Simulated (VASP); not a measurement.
TiGe4Mo, 6 atoms in the cell. It takes space group P4/mmm (No. 123, tetragonal). The conventional cell has a = 3.540 Å, b = 3.540 Å, c = 8.729 Å, α = 90.00°, β = 90.00°, γ = 90.00°. Ti (site symmetry 4/mmm) has 10 Ge at 2.87 to 2.95 Å and 4 Ti at 3.54 Å within 3.8 Å. Ge (site symmetry 4mm) has 9 Ge at 2.82 to 3.54 Å and 4 Ti at 2.87 Å and 1 Mo at 2.95 Å within 3.7 Å. Ge (site symmetry 4mm) has 9 Ge at 2.82 to 3.54 Å and 4 Mo at 2.87 Å and 1 Ti at 2.95 Å within 3.7 Å. Mo (site symmetry 4/mmm) has 10 Ge at 2.87 to 2.95 Å and 4 Mo at 3.54 Å within 3.8 Å. 

| Item | Value |
| --- | --- |
| Program | VASP 6.6.1 |
| Task | single point |
| Functional | PBE |
| Potentials or basis | VASP PAW PBE potentials, release 64 (Ti_sv, Ge_d, Mo_sv) |
| Cutoff | 520 eV |
| k mesh | 6 × 6 × 2 |
| Occupations | gaussian, width 0.1 eV |
| Spin | no spin polarisation |
| Dipole correction | no |
| Further INCAR settings | ALGO = Normal; EDIFF = 1e-06; NBANDS = 50 |

Potentials or basis: VASP PAW PBE potentials, release 64 (Ti_sv, Ge_d, Mo_sv).

The run is started by

```bash
$ cat potpaw_PBE.64/Ti_sv/POTCAR potpaw_PBE.64/Ge_d/POTCAR potpaw_PBE.64/Mo_sv/POTCAR > POTCAR
$ mpirun -np 1 vasp_std > vasp.out
```

Hardware: 1 thread of Intel Xeon 8259CL, on a shared host.

Problem. Estimate the wall time of this run.

Solution. Wall time 3.6 min on 1 thread of Intel Xeon 8259CL, on a shared host, peak memory 0.27 GiB. Counts: scf iterations 15, k points 20.
